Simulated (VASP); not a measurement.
# Zr (Im-3m) in VASP: a series of runs

The runs below take Zr through single point, with PBE.

Everything below comes from runs of VASP 6.6.1. Logs are shortened: lines on timing, memory, paths and dates and some standing lists are left out, and cuts for length are marked.

**1. The cell of the first run**

Symmetry: Im-3m, No. 229, cubic system. The conventional cell has a = 3.672 Å, b = 3.672 Å, c = 3.672 Å, α = 90.00°, β = 90.00°, γ = 90.00°. Within 4.2 Å of Zr (site symmetry m-3m) lie 14 Zr at 3.18 to 3.67 Å.

**2. Single point, PBE (volume scaled by 1.08)**

File INCAR:

```
ALGO = Normal
EDIFF = 1E-7
ENCUT = 520
GGA = PE
ISIF = 2
ISMEAR = -1
LASPH = T
LCHARG = F
LREAL = F
LWAVE = F
NBANDS = 12
NELM = 60
PREC = Accurate
SIGMA = 0.1
```

File KPOINTS:

```
k-points
0
Gamma
  14 14 14
```

File POSCAR:

```
Zr
1.0
   -1.8360398881      1.8360398881      1.8360398881
    1.8360398881     -1.8360398881      1.8360398881
    1.8360398881      1.8360398881     -1.8360398881
Zr
1
Direct
    0.0000000000      0.0000000000      0.0000000000
```

Potentials or basis: VASP PAW PBE potentials, release 64 (Zr_sv).

Started as:

```
> cat potpaw_PBE.64/Zr_sv/POTCAR > POTCAR
> mpirun -np 1 vasp_std > vasp.out
```

OUTCAR:

```text
EDIFF = 1E-7
   ENCUT = 520
   GGA = PE
   ISIF = 2
   ISMEAR = -1
   LASPH = T
   LREAL = F
   NELM = 60
   PREC = Accurate

 ion  position               nearest neighbor table
   1  0.000  0.000  0.000-

  LATTYP: Found a body centered cubic cell.
 ALAT       =     3.6720797762

  Lattice vectors:

 A1 = (  -1.8360398881,   1.8360398881,   1.8360398881)
 A2 = (   1.8360398881,  -1.8360398881,   1.8360398881)
 A3 = (   1.8360398881,   1.8360398881,  -1.8360398881)

Analysis of symmetry for initial positions (statically):
=====================================================================
 Subroutine PRICEL returns:
 Original cell was already a primitive cell.

 Routine SETGRP: Setting up the symmetry group for a
 body centered cubic supercell.

 Subroutine GETGRP returns: Found 48 space group operations
 (whereof 48 operations were pure point group operations)
 out of a pool of 48 trial point group operations.

The static configuration has the point symmetry O_h .

Analysis of symmetry for dynamics (positions and initial velocities):
=====================================================================
 Subroutine PRICEL returns:
 Original cell was already a primitive cell.

 Routine SETGRP: Setting up the symmetry group for a
 body centered cubic supercell.

 Subroutine GETGRP returns: Found 48 space group operations
 (whereof 48 operations were pure point group operations)
 out of a pool of 48 trial point group operations.

The dynamic configuration has the point symmetry O_h .

 Subroutine INISYM returns: Found 48 space group operations
 (whereof 48 operations are pure point group operations),
 and found     1 'primitive' translations

----------------------------------------------------------------------------------------

                                     Primitive cell

  volume of cell :      24.7575

  direct lattice vectors                    reciprocal lattice vectors
    -1.836039888  1.836039888  1.836039888     0.000000000  0.272325238  0.272325238
     1.836039888 -1.836039888  1.836039888     0.272325238  0.000000000  0.272325238
     1.836039888  1.836039888 -1.836039888     0.272325238  0.272325238  0.000000000

  length of vectors
     3.180114371  3.180114371  3.180114371     0.385126045  0.385126045  0.385126045

  position of ions in fractional coordinates (direct lattice)
     0.000000000  0.000000000  0.000000000

  ion indices of the primitive-cell ions
   primitive index   ion index
                 1           1

----------------------------------------------------------------------------------------

 KPOINTS: k-points

Automatic generation of k-mesh.
 Grid dimensions read from file:
 generate k-points for:   14   14   14

 Generating k-lattice:

  Cartesian coordinates                     Fractional coordinates (reciprocal lattice)
     0.000000000  0.019451803  0.019451803     0.071428571  0.000000000  0.000000000
     0.019451803  0.000000000  0.019451803     0.000000000  0.071428571  0.000000000
     0.019451803  0.019451803  0.000000000     0.000000000  0.000000000  0.071428571

  Length of vectors
     0.027509003  0.027509003  0.027509003

  Shift w.r.t. Gamma in fractional coordinates (k-lattice)
     0.000000000  0.000000000  0.000000000

 Subroutine IBZKPT returns following result:
 ===========================================

 Found    104 irreducible k-points:

 Following reciprocal coordinates:
            Coordinates               Weight
  0.000000  0.000000  0.000000      1.000000
  0.071429  0.000000  0.000000     12.000000
  0.142857  0.000000  0.000000     12.000000
  0.214286  0.000000  0.000000     12.000000
  0.285714  0.000000  0.000000     12.000000
  0.357143  0.000000  0.000000     12.000000
[... 16 lines left out ...]
  0.285714  0.285714  0.000000     24.000000
  0.357143  0.285714 -0.000000     24.000000
 [... further k-points ...]
   k-points           NKPTS =    104   k-points in BZ     NKDIM =    104   number of bands    NBANDS=     12
   number of dos      NEDOS =    301   number of ions     NIONS =      1
   total plane-waves  NPLWV =  13824
   dimension x,y,z NGX =    24 NGY =   24 NGZ =   24
   dimension x,y,z NGXF=    48 NGYF=   48 NGZF=   48
   ions per type =               1
   NGX,Y,Z   is equivalent  to a cutoff of  12.55, 12.55, 12.55 a.u.
   NGXF,Y,Z  is equivalent  to a cutoff of  25.09, 25.09, 25.09 a.u.
 SYSTEM =  unknown system
   PREC   = accura    normal or accurate (medium, high low for compatibility)
   ISTART =      0    job   : 0-new  1-cont  2-samecut
   ICHARG =      2    charge: 1-file 2-atom 10-const
   ISPIN  =      1    spin polarized calculation?
   LNONCOLLINEAR =      F non collinear calculations
   LSORBIT =      F    spin-orbit coupling
   LASPH  =      T    aspherical Exc in radial PAW
   ENCUT  =  520.0 eV  38.22 Ry    6.18 a.u.   5.91  5.91  5.91*2*pi/ulx,y,z
   NELM   =     60;   NELMIN=  2; NELMDL= -5     # of ELM steps
   EDIFF  = 0.1E-06   stopping-criterion for ELM
   LREAL  =      F    real-space projection
   EDIFFG = 0.1E-05   stopping-criterion for IOM
   NSW    =      0    number of steps for IOM
   IBRION =     -1    ionic relax: 0-MD 1-quasi-New 2-CG
   NFREE  =      0    steps in history (QN), initial steepest desc. (CG)
   ISIF   =      2    stress and relaxation
   ISYM   =      2    0-nonsym 1-usesym 2-fastsym
   POTIM  = 0.5000    time-step for ionic-motion
   TEBEG  =    0.0;   TEEND  =   0.0 temperature during run
   PSTRESS=    0.0 pullay stress
   NELECT =      12.0000    total number of electrons
   NUPDOWN=      -1.0000    fix difference up-down
   EMIN   =  10.00;   EMAX   =-10.00  energy-range for DOS
   EFERMI =   0.00;   METHOD = LEGACY
   ISMEAR =    -1;   SIGMA  =   0.10  broadening in eV -4-tet -1-fermi 0-gaus
   EFERMI_NEDOS =   21; number of points for ismear=-14 and -15
   IALGO  =     38    algorithm
   IMIX   =      4    mixing-type and parameters
     AMIX     =   0.40;   BMIX     =  1.00
     AMIX_MAG =   1.60;   BMIX_MAG =  1.00
  volume/ion in A,a.u.               =      24.76       167.07
  Fermi-wavevector in a.u.,A,eV,Ry     =   1.285977  2.430144 22.500449  1.653736
  Thomas-Fermi vector in A             =   2.418079
   LORBIT       =      0    0 simple, 1 ext, 2 COOP (PROOUT), +10 PAW based schemes
   GGA     = PE    functional components
   LHFCALC =     F    Hartree Fock is set to
   AEXX    =    0.0000 exact exchange contribution
   IVDW    =     0    specifies the selected vdW correction
   LEPSILON=     F    determine dielectric tensor
   LRPA    =     F    only Hartree local field effects (RPA)
 non-spin polarized calculation
  energy-cutoff  :      520.00
  volume of cell :       24.76
 maximum number of plane-waves:       682
   NGX = 11   NGY = 11   NGZ = 11

 number of electron      12.0000000 magnetization

 Free energy of the ion-electron system (eV)
  ---------------------------------------------------
  ext. energy  EPLUGINS =         0.00000000
  ---------------------------------------------------
  free energy    TOTEN  =        -8.43042159 eV

  energy without entropy =       -8.36026445  energy(sigma->0) =       -8.39534302

 E-fermi :   8.0504     XC(G=0): -10.8018

 val. band max:        8.0430931251   @ k =   0.2857   0.1429   0.1429
 cond. band min:       8.0551331115   @ k =   0.2143   0.2143   0.0000
 fundamental gap:      0.0120399864
 Fermi energy:         8.0504327527

 k-point     1 :       0.0000    0.0000    0.0000
  band No.  band energies     occupation
      1     -40.5791      2.00000
      2     -18.1696      2.00000
      3     -18.1696      2.00000
      4     -18.1696      2.00000
      5       2.7920      2.00000
      6       9.1374      0.00004
      7       9.1374      0.00004
      8       9.1374      0.00004
      9      11.4450      0.00000
     10      11.4450      0.00000
     11      20.2330      0.00000
     12      20.2330      0.00000

 k-point     2 :       0.0714    0.0000    0.0000
  band No.  band energies     occupation
      1     -40.5733      2.00000
      2     -18.2110      2.00000
      3     -18.1824      2.00000
      4     -18.1698      2.00000
      5       2.9541      2.00000
      6       9.0318      0.00011
      7       9.1019      0.00005
      8       9.2924      0.00001
      9      11.2872      0.00000
     10      11.4450      0.00000
     11      20.3671      0.00000
     12      20.5247      0.00000

 k-point     3 :       0.1429    0.0000    0.0000
  band No.  band energies     occupation
      1     -40.5573      2.00000
      2     -18.3259      2.00000
      3     -18.2184      2.00000
      4     -18.1704      2.00000
      5       3.4144      2.00000
      6       8.7547      0.00175
      7       8.9407      0.00027
      8       9.7490      0.00000
      9      11.0255      0.00000
     10      11.4586      0.00000
     11      20.6210      0.00000
     12      21.3551      0.00000
[... 286 lines left out ...]
 k-point    23 :       0.2857    0.2857    0.0000
  band No.  band energies     occupation
      1     -40.4523      2.00000
      2     -18.8039      2.00000
      3     -18.5933      2.00000
      4     -18.2631      2.00000
      5       6.6572      2.00000
      6       7.4338      1.99581
      7       7.9952      1.26921
      8      11.4086      0.00000
      9      11.9825      0.00000
     10      15.5389      0.00000
     11      16.4279      0.00000
     12      18.4947      0.00000

 k-point    24 :       0.3571    0.2857   -0.0000
  band No.  band energies     occupation
      1     -40.4486      2.00000
      2     -18.7736      2.00000
      3     -18.6522      2.00000
      4     -18.2673      2.00000
      5       6.7717      1.99999
      6       7.5356      1.98845
      7       7.8654      1.72834
      8      11.5782      0.00000
      9      11.9477      0.00000
     10      15.9184      0.00000
     11      16.3753      0.00000
     12      17.7643      0.00000

 [... further k-points ...]
[... 5 lines left out ...]
  --------------------------------------------------------------------------------------
  -------------------------------------------------------------------------------------
  Total       -0.9219630     -0.9219630     -0.9219630     -0.0000000     -0.0000000      0.0000000
  in kB      -59.6647421    -59.6647421    -59.6647421     -0.0000000     -0.0000000      0.0000000
  external PRESSURE =     -59.6647421 kB  Pullay stress =       0.0000000 kB

 VOLUME and BASIS-vectors are now :
 -----------------------------------------------------------------------------
  energy-cutoff  :      520.00
  volume of cell :       24.76
      direct lattice vectors                 reciprocal lattice vectors
    -1.836039888  1.836039888  1.836039888     0.000000000  0.272325238  0.272325238
     1.836039888 -1.836039888  1.836039888     0.272325238  0.000000000  0.272325238
     1.836039888  1.836039888 -1.836039888     0.272325238  0.272325238  0.000000000

 POSITION                                       TOTAL-FORCE (eV/Angst)
 -----------------------------------------------------------------------------------
      0.00000      0.00000      0.00000        -0.000000      0.000000      0.000000
 -----------------------------------------------------------------------------------
    total drift:                               -0.000000      0.000000      0.000000

  FREE ENERGIE OF THE ION-ELECTRON SYSTEM (eV)
  ---------------------------------------------------
  free  energy   TOTEN  =        -8.4304215904 eV

  energy  without entropy=       -8.3602644456  energy(sigma->0) =       -8.39534302
```

Wall time 19 s (1 thread of AMD EPYC 7R13 (Zen 3), shared host); peak memory 0.12 GiB.

What came out:

* Free energy: -8.4304 eV
* Pressure: -6.0 GPa
* Band gap on the k mesh: zero (band 6 reaches 9.14 eV, above the bottom of band 7 at 7.45 eV)

Levels at points of the mesh, in eV from the Fermi level:
| k point | band 4 | band 5 | band 6 | band 7 | band 8 | band 9 |
| --- | --- | --- | --- | --- | --- | --- |
| (0.00, 0.00, 0.00) | -26.22 | -5.26 | 1.09 | 1.09 | 1.09 | 3.39 |
| (0.50, 0.00, 0.00) | -26.22 | -2.61 | -0.56 | 1.36 | 3.35 | 3.98 |
| (0.50, 0.50, 0.50) | -26.77 | -2.29 | -2.29 | 5.24 | 5.24 | 5.24 |

Caveat: the cell differs from its parent crystal (volume scaled by 1.08).

**3. Single point, PBE (volume scaled by 1.12)**

File INCAR:

```
PREC = Accurate
ENCUT = 520
EDIFF = 1E-7
ISMEAR = -1
SIGMA = 0.1
LREAL = False
LASPH = True
NELM = 80
ALGO = Normal
ISIF = 2
LWAVE = False
LCHARG = False
GGA = PE
NBANDS = 12
```

File KPOINTS:

```
regular mesh
0
Gamma
  14 14 14
```

File POSCAR:

```
Zr
1.0
   -1.8584328253      1.8584328253      1.8584328253
    1.8584328253     -1.8584328253      1.8584328253
    1.8584328253      1.8584328253     -1.8584328253
Zr
1
Direct
    0.0000000000      0.0000000000      0.0000000000
```

Potentials or basis: VASP PAW PBE potentials, release 64 (Zr_sv).

Started as:

```
> cat potpaw_PBE.64/Zr_sv/POTCAR > POTCAR
> mpirun -np 1 vasp_std > vasp.out
```

It took 19 s on 1 thread of AMD EPYC 7R13 (Zen 3), shared host; peak memory 0.13 GiB.

Results (log left out):

| Quantity | Value |
| --- | --- |
| Free energy | -8.3899 eV |
| Pressure | -8.3 GPa |
| Band gap on the k mesh | zero (band 6 reaches 8.74 eV, above the bottom of band 7 at 7.10 eV) |

Levels at points of the mesh, in eV from the Fermi level:
| k point | band 2 | band 3 | band 4 | band 5 | band 6 | band 7 | band 8 | band 9 | band 10 | band 11 |
| --- | --- | --- | --- | --- | --- | --- | --- | --- | --- | --- |
| (0.00, 0.00, 0.00) | -26.35 | -26.35 | -26.35 | -5.19 | 1.06 | 1.06 | 1.06 | 3.27 | 3.27 | 12.06 |
| (0.50, 0.00, 0.00) | -27.05 | -26.57 | -26.35 | -2.52 | -0.51 | 1.24 | 3.22 | 3.82 | 5.58 | 9.02 |
| (0.50, 0.50, 0.50) | -26.84 | -26.84 | -26.84 | -2.16 | -2.16 | 5.01 | 5.01 | 5.01 | 6.71 | 6.71 |

Caveat: the cell differs from its parent crystal (volume scaled by 1.12).

**4. Single point, PBE**

This run uses another cell than the first one, of 22.92 Å³/atom, 0.926 times its volume.

File INCAR:

```
SYSTEM = Zr
PREC = Accurate ; ENCUT = 520
EDIFF = 1E-7 ; ISMEAR = -1
SIGMA = 0.1 ; LREAL = .FALSE.
LASPH = .TRUE. ; NELM = 80
ALGO = Normal ; ISIF = 2
LWAVE = .FALSE. ; LCHARG = .FALSE.
GGA = PE ; NBANDS = 12
```

File KPOINTS:

```
Automatic mesh
0
G
  20 20 20
  0 0 0
```

File POSCAR:

```
Zr
1.0
   -1.7895377336      1.7895377336      1.7895377336
    1.7895377336     -1.7895377336      1.7895377336
    1.7895377336      1.7895377336     -1.7895377336
Zr
1
Direct
    0.0000000000      0.0000000000      0.0000000000
```

Started as:

```
> cat potpaw_PBE.64/Zr_sv/POTCAR > POTCAR
> mpirun -np 1 vasp_std > vasp.out
```

It took 47 s on 1 thread of AMD EPYC 7R13 (Zen 3), shared host; peak memory 0.16 GiB.

The run converged. Its results:

| Property | Result |
| --- | --- |
| Free energy | -8.4664 eV |
| Pressure | -0.1 GPa |
| Band gap on the k mesh | zero (band 6 reaches 10.01 eV, above the bottom of band 7 at 8.24 eV) |

Levels at points of the mesh, in eV from the Fermi level:
| k point | band 3 | band 4 | band 5 | band 6 | band 7 | band 8 | band 9 | band 10 |
| --- | --- | --- | --- | --- | --- | --- | --- | --- |
| (0.00, 0.00, 0.00) | -25.94 | -25.94 | -5.38 | 1.14 | 1.14 | 1.14 | 3.65 | 3.65 |
| (0.50, 0.00, 0.00) | -26.26 | -25.95 | -2.81 | -0.68 | 1.67 | 3.65 | 4.33 | 6.43 |
| (0.50, 0.50, 0.50) | -26.64 | -26.64 | -2.58 | -2.58 | 5.74 | 5.74 | 5.74 | 7.53 |

**5. The runs side by side**

| cell | k mesh | gap on the mesh (eV) | pressure (GPa) |
| --- | --- | --- | --- |
| a = 3.180 Å, angles 109.5°, 1 atom | 14 × 14 × 14 | none | -6.0 |
| a = 3.219 Å, angles 109.5°, 1 atom | 14 × 14 × 14 | none | -8.3 |
| a = 3.100 Å, angles 109.5°, 1 atom | 20 × 20 × 20 | none | -0.1 |

Alike in all rows: task single point; level PBE; potentials or basis VASP PAW PBE potentials, release 64 (Zr_sv); no spin polarisation; cutoff (eV) 520; smearing fermi-dirac 0.1 eV.

Absolute energies hang on the potentials; compare differences alone.
